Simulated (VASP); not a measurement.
A run of VASP 6.6.1:

Contents of INCAR:

```
PREC = Accurate
ENCUT = 520
EDIFF = 1E-8
ISMEAR = -1
SIGMA = 0.08
LREAL = F
LASPH = T
NELM = 60
ALGO = Normal
ISIF = 2
LWAVE = F
LCHARG = F
GGA = PS
LEFG = T
NBANDS = 16
```

Contents of KPOINTS:

```
regular mesh
0
Gamma
  15 15 8
```

POSCAR

```
SiC
1.0
    3.0759982064      0.0000000000      0.0000000000
   -1.5379991032      2.6638925888      0.0000000000
    0.0000000000      0.0000000000      5.0480000000
Si C
2 2
Direct
    0.3333333333      0.6666666667      0.0000000000
    0.6666666667      0.3333333333      0.5000000000
    0.3333333333      0.6666666667      0.3850000000
    0.6666666667      0.3333333333      0.8850000000
```

Potentials or basis: VASP PAW PBE potentials, release 64 (Si, C).

Launch:

```bash
$ cat potpaw_PBE.64/Si/POTCAR potpaw_PBE.64/C/POTCAR > POTCAR
$ mpirun -np 1 vasp_std > vasp.out
```

Hardware: 1 thread of Intel Xeon 6975P-C, on a shared host.

**Question.** Estimate the wall time of this run.

**Answer.** It took 51 s on 1 thread of Intel Xeon 6975P-C, on a shared host, peak memory 0.21 GiB. Counts: scf iterations 16, k points 135.
